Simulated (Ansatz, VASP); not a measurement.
# One calculation of Al, two programs

```
Al
1.0
     0.00000    2.02214    2.02214
     2.02214    0.00000    2.02214
     2.02214    2.02214    0.00000
Al
1
Direct
  0.00000 0.00000 0.00000
```

Alike in both runs: functional PBE; k mesh 12 × 12 × 12; occupations gaussian, width 0.1 eV; no spin polarisation.

Ansatz relaxed the structure, and its values are those at the end. VASP's run is a single point on that final structure, the one shown.

|  | VASP | Ansatz |
| --- | --- | --- |
| version | VASP 6.6.1 | Ansatz 0.2.0 |
| potentials or method | VASP PAW PBE potentials, release 64 (Al) | scalar-relativistic, plane waves, PAW |
| plane-wave cutoff (eV) | 520 | 420 |
| valence electrons in the cell | 3 | 3 |

|  | VASP | Ansatz | Ansatz less VASP |
| --- | --- | --- | --- |
| gap on the k mesh at the Fermi level (eV) | none | none | - |
| pressure (GPa) | 0.0 | 0.0 | +0.04 |

A gap of «none» marks a metal or a gap that the smearing closes. With one functional, cell and mesh, what is left measures potentials, basis and numerics.
